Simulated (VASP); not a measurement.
C, 12 atoms in the cell. Symmetry: P6_3/mmc, No. 194, hexagonal system. Conventional cell: a = 2.434 Å, b = 2.434 Å, c = 12.010 Å, α = 90.00°, β = 90.00°, γ = 120.00°. C (site symmetry 3m) has 4 C at 1.49 to 1.52 Å within 2.0 Å. C (site symmetry 3m) has 4 C at 1.49 Å within 2.0 Å. C (site symmetry 3m) has 4 C at 1.49 Å within 2.0 Å.  This cell differs from its parent crystal: volume scaled by 0.91, then relaxed in part.

```yaml
Program: VASP 6.6.1
Task: single point
Functional: r2SCAN
Potentials_or_basis: VASP PAW PBE potentials, release 64 (C)
Cutoff: 520 eV
k_mesh: 12 × 12 × 2
Occupations: gaussian, width 0.02 eV
Spin: no spin polarisation
Dipole_correction: no
Further_INCAR_settings: ALGO = Normal; EDIFF = 1e-06; NBANDS = 36
```

Potentials or basis: VASP PAW PBE potentials, release 64 (C).

Command:

```bash
$ cat potpaw_PBE.64/C/POTCAR > POTCAR
$ cp INCAR.step1 INCAR
$ mpirun -np 1 vasp_std > vasp.out
$ cp INCAR.step2 INCAR
$ mpirun -np 1 vasp_std > vasp.out
```

Hardware: 1 thread of Intel(R) Xeon(R) Platinum 8259CL CPU @ 2.50GHz (Skylake/Cascade Lake) (shared host).

**Question.** Estimate the wall time of this run.

**Answer.** Run time: 5.2 min on 1 thread of Intel(R) Xeon(R) Platinum 8259CL CPU @ 2.50GHz (Skylake/Cascade Lake), with other jobs on the host, peak memory 0.2 GiB. Counts: k points 38.
